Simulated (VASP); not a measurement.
Runs of VASP 6.6.1 on GaAs. The structure is that of space group F-43m (No. 216), or close to it. The cells are those of the table. 

| task | level | spin | cell | k mesh | cutoff (eV) | smearing | gap on the mesh (eV) | pressure (GPa) |
| --- | --- | --- | --- | --- | --- | --- | --- | --- |
| single point | r2SCAN | off | a = 4.007 Å, angles 60.0°, 2 atoms | 8 × 8 × 8 | 520 | gaussian 0.01 eV | 0.94 | 0.1 |
| single point | PBE | non-collinear, zero start, SOC | a = 4.007 Å, angles 60.0°, 2 atoms | 8 × 8 × 8 | 520 | fermi-dirac 0.02 eV | - | 2.9 |
| single point | PBE | off | a = 4.007 Å, angles 60.0°, 2 atoms | 4 × 4 × 4 | 520 | gaussian 0.01 eV | 0.46 | (a) |
| single point | r2SCAN | off | a = 4.007 Å, angles 60.0°, 2 atoms | 8 × 8 × 8 | 520 | fermi-dirac 0.02 eV | 0.94 | 0.1 |
| single point | PBE | off | a = 4.007 Å, angles 60.0°, 2 atoms | 8 × 8 × 8 | 520 | fermi-dirac 0.02 eV | 0.47 | 2.9 |
| relaxation of cell and atoms | r2SCAN | off | relaxed from a = 4.061 Å, angles 60.0°, 2 atoms | 8 × 8 × 8 | 600 | fermi-dirac 0.02 eV | 0.94 | 0.0 |

Question: Estimate the missing entries.

Answer: (a) 3.2.

Caveats: some runs use coarse meshes; the PAW data sets were made with another functional, which shifts forces and pressure a little (at least some runs); semilocal functionals underestimate gaps, and a narrow one can read as zero (at least some runs).

A k mesh can miss the band edges, and rows without SOC leave out spin-orbit coupling on As, Ga.
